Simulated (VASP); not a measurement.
# AlNi in VASP: further runs, part 2 of 2

VASP 6.6.1. The steps go on from the part before.

## (4) Single point, PBE (mode 4 frozen in at +0.000 Å and mode 6 at -0.080 Å (largest displacements))

The input, INCAR:

```
SYSTEM = AlNi
PREC = Accurate
ENCUT = 520
EDIFF = 1E-6
ISMEAR = 0
SIGMA = 0.15
LREAL = .FALSE.
LASPH = .TRUE.
NELM = 60
ALGO = Fast
ISIF = 2
LWAVE = .FALSE.
LCHARG = .FALSE.
GGA = PE
NBANDS = 14
```

The input, KPOINTS:

```
Automatic mesh
0
G
  16 16 16
  0 0 0
```

The input, POSCAR:

```
AlNi
1.0
    2.0426321522     -2.0425983492      0.0000000000
    2.0426321522      2.0425983492      0.0000000000
    0.0000000000      0.0000000000      2.9004437222
Al Ni
1 1
Direct
    0.0000000000      0.0000000000     -0.0275819866
    0.5000000000      0.5000000000      0.5126795250
```

Potentials or basis: VASP PAW PBE potentials, release 64 (Al, Ni).

Started as:

```bash
$ cat potpaw_PBE.64/Al/POTCAR potpaw_PBE.64/Ni/POTCAR > POTCAR
$ mpirun -np 1 vasp_std > vasp.out
```

OUTCAR:

```text
SYSTEM = AlNi
   PREC = Accurate
   ENCUT = 520
   EDIFF = 1E-6
   ISMEAR = 0
   LREAL = .FALSE.
   LASPH = .TRUE.
   NELM = 60
   ISIF = 2
   GGA = PE

 ion  position               nearest neighbor table
   1  0.000  0.000  0.972-   2 2.44   2 2.44   2 2.44   2 2.44   2 2.57   2 2.57   2 2.57   2 2.57

   2  0.500  0.500  0.513-   1 2.44   1 2.44   1 2.44   1 2.44   1 2.57   1 2.57   1 2.57   1 2.57

  LATTYP: Found a base centered orthorhombic cell.
 ALAT       =     4.0851966984
 B/A-ratio  =     1.0000165490
 C/A-ratio  =     0.7099887561

  Lattice vectors:

 A1 = (  -2.0426321522,  -2.0425983492,   0.0000000000)
 A2 = (   2.0426321522,  -2.0425983492,   0.0000000000)
 A3 = (   0.0000000000,   0.0000000000,   2.9004437222)

Analysis of symmetry for initial positions (statically):
=====================================================================
 Subroutine PRICEL returns:
 Original cell was already a primitive cell.

 Routine SETGRP: Setting up the symmetry group for a
 base centered orthorhombic supercell.

 Subroutine GETGRP returns: Found  4 space group operations
 (whereof  4 operations were pure point group operations)
 out of a pool of  8 trial point group operations.

The static configuration has the point symmetry C_2v.

Analysis of symmetry for dynamics (positions and initial velocities):
=====================================================================
 Subroutine PRICEL returns:
 Original cell was already a primitive cell.

 Routine SETGRP: Setting up the symmetry group for a
 base centered orthorhombic supercell.

 Subroutine GETGRP returns: Found  4 space group operations
 (whereof  4 operations were pure point group operations)
 out of a pool of  8 trial point group operations.

The dynamic configuration has the point symmetry C_2v.

 Subroutine INISYM returns: Found  4 space group operations
 (whereof  4 operations are pure point group operations),
 and found     1 'primitive' translations

----------------------------------------------------------------------------------------

                                     Primitive cell

  volume of cell :      24.2029

  direct lattice vectors                    reciprocal lattice vectors
     2.042632152 -2.042598349  0.000000000     0.244782204 -0.244786255  0.000000000
     2.042632152  2.042598349  0.000000000     0.244782204  0.244786255  0.000000000
     0.000000000  0.000000000  2.900443722     0.000000000  0.000000000  0.344774833

  length of vectors
     2.888694190  2.888694190  2.900443722     0.346177177  0.346177177  0.344774833

  position of ions in fractional coordinates (direct lattice)
     0.000000000  0.000000000  0.972418013
     0.500000000  0.500000000  0.512679525

  ion indices of the primitive-cell ions
   primitive index   ion index
                 1           1
                 2           2

----------------------------------------------------------------------------------------

 KPOINTS: Automatic mesh

Automatic generation of k-mesh.
 Grid dimensions read from file:
 generate k-points for:   16   16   16

 Generating k-lattice:

  Cartesian coordinates                     Fractional coordinates (reciprocal lattice)
     0.015298888 -0.015299141  0.000000000     0.062500000  0.000000000  0.000000000
     0.015298888  0.015299141  0.000000000     0.000000000  0.062500000  0.000000000
     0.000000000  0.000000000  0.021548427     0.000000000  0.000000000  0.062500000

[... 39 lines left out ...]
   number of dos      NEDOS =    301   number of ions     NIONS =      2
   total plane-waves  NPLWV =  13824
   dimension x,y,z NGX =    24 NGY =   24 NGZ =   24
   dimension x,y,z NGXF=    48 NGYF=   48 NGZF=   48
   ions per type =               1   1
   NGX,Y,Z   is equivalent  to a cutoff of  13.81, 13.81, 13.76 a.u.
   NGXF,Y,Z  is equivalent  to a cutoff of  27.62, 27.62, 27.51 a.u.
 SYSTEM =  AlNi
   PREC   = accura    normal or accurate (medium, high low for compatibility)
   ISTART =      0    job   : 0-new  1-cont  2-samecut
   ICHARG =      2    charge: 1-file 2-atom 10-const
   ISPIN  =      1    spin polarized calculation?
   LNONCOLLINEAR =      F non collinear calculations
   LSORBIT =      F    spin-orbit coupling
   LASPH  =      T    aspherical Exc in radial PAW
   ENCUT  =  520.0 eV  38.22 Ry    6.18 a.u.   5.37  5.37  5.39*2*pi/ulx,y,z
   NELM   =     60;   NELMIN=  2; NELMDL= -5     # of ELM steps
   EDIFF  = 0.1E-05   stopping-criterion for ELM
   LREAL  =      F    real-space projection
   EDIFFG = 0.1E-04   stopping-criterion for IOM
   NSW    =      0    number of steps for IOM
   IBRION =     -1    ionic relax: 0-MD 1-quasi-New 2-CG
   NFREE  =      0    steps in history (QN), initial steepest desc. (CG)
   ISIF   =      2    stress and relaxation
   ISYM   =      2    0-nonsym 1-usesym 2-fastsym
   POTIM  = 0.5000    time-step for ionic-motion
   TEBEG  =    0.0;   TEEND  =   0.0 temperature during run
   PSTRESS=    0.0 pullay stress
   NELECT =      13.0000    total number of electrons
   NUPDOWN=      -1.0000    fix difference up-down
   EMIN   =  10.00;   EMAX   =-10.00  energy-range for DOS
   EFERMI =   0.00;   METHOD = LEGACY
   ISMEAR =     0;   SIGMA  =   0.15  broadening in eV -4-tet -1-fermi 0-gaus
   EFERMI_NEDOS =   21; number of points for ismear=-14 and -15
   IALGO  =     68    algorithm
   IMIX   =      4    mixing-type and parameters
     AMIX     =   0.40;   BMIX     =  1.00
     AMIX_MAG =   1.60;   BMIX_MAG =  1.00
  volume/ion in A,a.u.               =      12.10        81.66
  Fermi-wavevector in a.u.,A,eV,Ry     =   1.330761  2.514774 24.094898  1.770925
  Thomas-Fermi vector in A             =   2.459823
   LORBIT       =      0    0 simple, 1 ext, 2 COOP (PROOUT), +10 PAW based schemes
   GGA     = PE    functional components
   LHFCALC =     F    Hartree Fock is set to
   AEXX    =    0.0000 exact exchange contribution
   IVDW    =     0    specifies the selected vdW correction
   LEPSILON=     F    determine dielectric tensor
   LRPA    =     F    only Hartree local field effects (RPA)
 non-spin polarized calculation
 RMM-DIIS sequential band-by-band and
 Gauss-broadening in eV      SIGMA  =   0.15
  energy-cutoff  :      520.00
  volume of cell :       24.20
 maximum number of plane-waves:       672
 NGX is ok and might be reduce to    24
   NGX = 11   NGY = 11   NGZ = 11

 number of electron      13.0000006 magnetization

 Free energy of the ion-electron system (eV)
  ---------------------------------------------------
  ext. energy  EPLUGINS =         0.00000000
  ---------------------------------------------------
  free energy    TOTEN  =       -10.50467640 eV

  energy without entropy =      -10.49589302  energy(sigma->0) =      -10.50028471

 E-fermi :   9.8657     XC(G=0): -11.9867

 val. band max:        9.8651226155   @ k =   0.0000   0.0000   0.3125
 cond. band min:       9.8681819892   @ k =  -0.3750   0.1250   0.3125
 fundamental gap:      0.0030593737
 Fermi energy:         9.8657022673

 k-point     1 :       0.0000    0.0000    0.0000
  band No.  band energies     occupation
      1      -1.1815      2.00000
      2       6.6799      2.00000
      3       6.6894      2.00000
      4       8.3387      2.00000
      5       8.3403      2.00000
      6       8.3403      2.00000
      7      15.2359      0.00000
      8      15.3672      0.00000
      9      15.3673      0.00000
     10      17.9518      0.00000
     11      17.9846      0.00000
     12      23.3074      0.00000
     13      30.5009      0.00000
     14      30.5153      0.00000
[... 377 lines left out ...]
      1      -1.0385      2.00000
      2       6.6827      2.00000
      3       6.7121      2.00000
      4       8.2732      2.00000
      5       8.3059      2.00000
      6       8.3207      2.00000
      7      14.5112      0.00000
      8      14.7877      0.00000
      9      15.4777      0.00000
     10      18.3009      0.00000
     11      19.0735      0.00000
     12      23.8019      0.00000
     13      28.9386      0.00000
     14      29.6555      0.00000

 [... further k-points ...]
[... 5 lines left out ...]
  --------------------------------------------------------------------------------------
  -------------------------------------------------------------------------------------
  Total        0.1712314      0.1718305      0.0262965      0.0000000      0.0000000      0.0000000
  in kB       11.3351255     11.3747881      1.7407688      0.0000000      0.0000000      0.0000000
  external PRESSURE =       8.1502275 kB  Pullay stress =       0.0000000 kB

 VOLUME and BASIS-vectors are now :
 -----------------------------------------------------------------------------
  energy-cutoff  :      520.00
  volume of cell :       24.20
      direct lattice vectors                 reciprocal lattice vectors
     2.042632152 -2.042598349  0.000000000     0.244782204 -0.244786255  0.000000000
     2.042632152  2.042598349  0.000000000     0.244782204  0.244786255  0.000000000
     0.000000000  0.000000000  2.900443722     0.000000000  0.000000000  0.344774833

 POSITION                                       TOTAL-FORCE (eV/Angst)
 -----------------------------------------------------------------------------------
      0.00000      0.00000      2.82044        -0.000000      0.000000      0.667053
      2.04263      0.00000      1.48700         0.000000      0.000000     -0.667053
 -----------------------------------------------------------------------------------
    total drift:                                0.000000     -0.000000     -0.000205

  FREE ENERGIE OF THE ION-ELECTRON SYSTEM (eV)
  ---------------------------------------------------
  free  energy   TOTEN  =       -10.5046764015 eV

  energy  without entropy=      -10.4958930234  energy(sigma->0) =      -10.50028471
```

Run time: 2.1 min. Hardware: 1 thread of Intel Xeon Platinum 8488C (Sapphire Rapids), shared host; peak memory 0.33 GiB.

What came out:

| Property | Result |
| --- | --- |
| Free energy | -10.5047 eV |
| Pressure | 0.8 GPa |
| Largest force | 0.667 eV/Å |

Forces on the atoms (eV/Å):
```
Al   0.000  0.000  0.667
Ni   0.000  0.000 -0.667
```

Caveat: the cell differs from its parent crystal (mode 4 frozen in at +0.000 Å and mode 6 at -0.080 Å (largest displacements)). Spin polarisation is off, so any magnetic state and its effect on volume and gap are missing.

## (5) Single point, PBE (mode 4 frozen in at +0.000 Å and mode 6 at -0.040 Å (largest displacements))

The input, INCAR:

```
PREC = Accurate
ENCUT = 520
EDIFF = 1E-7
ISMEAR = 0
SIGMA = 0.15
LREAL = False
LASPH = True
NELM = 100
ALGO = Fast
ISIF = 2
LWAVE = False
LCHARG = False
GGA = PE
NBANDS = 14
```

The input, KPOINTS:

```
Automatic mesh
0
Gamma
  16 16 16
```

The input, POSCAR:

```
AlNi
1.0
    2.0426321522     -2.0425983492      0.0000000000
    2.0426321522      2.0425983492      0.0000000000
    0.0000000000      0.0000000000      2.9004437222
Al Ni
1 1
Direct
    0.0000000000      0.0000000000     -0.0137909933
    0.5000000000      0.5000000000      0.5063397625
```

Started as:

```bash
$ cat potpaw_PBE.64/Al/POTCAR potpaw_PBE.64/Ni/POTCAR > POTCAR
$ mpirun -np 1 vasp_std > vasp.out
```

Run time: 2.3 min. Hardware: 1 thread of Intel Xeon Platinum 8488C (Sapphire Rapids), shared host; peak memory 0.33 GiB.

It converged, with:

| Property | Result |
| --- | --- |
| Free energy | -10.5339 eV |
| Pressure | 0.4 GPa |
| Largest force | 0.333 eV/Å |

Forces in eV/Å, atoms in the order of the input:
```
Al   0.000  0.000  0.333
Ni   0.000  0.000 -0.333
```

Stress tensor (GPa, compression positive):
```
0.51 0.00 0.00
0.00 0.51 0.00
0.00 0.00 0.03
```

Levels at points of the mesh, in eV from the Fermi level:
```
           k point  band 5  band 6  band 7  band 8  band 9  band 10
(0.00, 0.00, 0.00)   -1.52   -1.51    5.36    5.50    5.50     8.07
(0.50, 0.00, 0.00)   -2.21   -1.44   -0.63    8.27    9.89    10.01
(0.50, 0.50, 0.00)   -2.04   -2.04   -1.00    1.48    2.43    12.09
(0.00, 0.00, 0.50)   -2.20   -1.43   -0.66    8.27    9.97     9.97
(0.50, 0.00, 0.50)   -2.04   -2.03   -1.00    1.45    2.39    12.18
(0.50, 0.50, 0.50)   -0.97    2.01    2.01    2.01    3.55     4.38
```

Caveat: the cell differs from its parent crystal (mode 4 frozen in at +0.000 Å and mode 6 at -0.040 Å (largest displacements)).

## (6) Single point, PBE (mode 4 frozen in at -0.060 Å and mode 6 at +0.000 Å (largest displacements))

The input, INCAR:

```
SYSTEM = AlNi
PREC = Accurate ; ENCUT = 520
EDIFF = 1E-6 ; ISMEAR = 0
SIGMA = 0.15 ; LREAL = .FALSE.
LASPH = .TRUE. ; NELM = 80
ALGO = Fast ; ISIF = 2
LWAVE = .FALSE. ; LCHARG = .FALSE.
GGA = PE ; NBANDS = 14
```

The input, KPOINTS:

```
regular mesh
0
G
  16 16 16
  0 0 0
```

The input, POSCAR:

```
AlNi
1.0
    2.0426321522     -2.0425983492      0.0000000000
    2.0426321522      2.0425983492      0.0000000000
    0.0000000000      0.0000000000      2.9004437222
Al Ni
1 1
Direct
   -0.0207706306      0.0000000000      0.0000000000
    0.5095483235      0.5000000000      0.5000000000
```

Potentials or basis: VASP PAW PBE potentials, release 64 (Al, Ni).

Started as:

```bash
$ cat potpaw_PBE.64/Al/POTCAR potpaw_PBE.64/Ni/POTCAR > POTCAR
$ mpirun -np 1 vasp_std > vasp.out
```

Run time: 2.9 min. Hardware: 1 thread of Intel Xeon Platinum 8488C (Sapphire Rapids), shared host; peak memory 0.49 GiB.

Results (log left out):

```
Free energy   : -10.5218 eV
Pressure      : 0.5 GPa
Largest force : 0.499 eV/Å
```

Forces on the atoms (eV/Å):
```
Al   0.353 -0.353  0.000
Ni  -0.353  0.353  0.000
```

Stress tensor (GPa, compression positive):
```
0.50 0.18 0.00
0.18 0.50 0.00
0.00 0.00 0.37
```

Levels at points of the mesh, in eV from the Fermi level:
| k point | band 4 | band 5 | band 6 | band 7 | band 8 | band 9 | band 10 | band 11 |
| --- | --- | --- | --- | --- | --- | --- | --- | --- |
| (0.00, 0.00, 0.00) | -1.53 | -1.52 | -1.51 | 5.35 | 5.50 | 5.50 | 8.08 | 8.11 |
| (0.50, 0.00, 0.00) | -2.23 | -2.20 | -1.44 | -0.63 | 8.28 | 9.83 | 9.97 | 10.74 |
| (0.00, 0.50, 0.00) | -2.24 | -2.20 | -1.44 | -0.64 | 8.27 | 9.88 | 10.05 | 10.70 |
| (0.50, 0.50, 0.00) | -2.79 | -2.06 | -2.05 | -1.00 | 1.49 | 2.43 | 12.09 | 14.94 |
| (0.00, 0.00, 0.50) | -2.21 | -2.20 | -1.43 | -0.66 | 8.27 | 10.00 | 10.03 | 10.72 |
| (0.50, 0.00, 0.50) | -2.80 | -2.04 | -2.04 | -1.00 | 1.45 | 2.39 | 12.18 | 15.05 |
| (0.00, 0.50, 0.50) | -2.87 | -2.01 | -2.01 | -1.01 | 1.44 | 2.39 | 12.20 | 14.71 |
| (0.50, 0.50, 0.50) | -0.98 | -0.97 | 1.99 | 1.99 | 2.03 | 3.51 | 4.40 | 4.44 |

Caveat: the cell differs from its parent crystal (mode 4 frozen in at -0.060 Å and mode 6 at +0.000 Å (largest displacements)). Spin polarisation is off, so any magnetic state and its effect on volume and gap are missing.
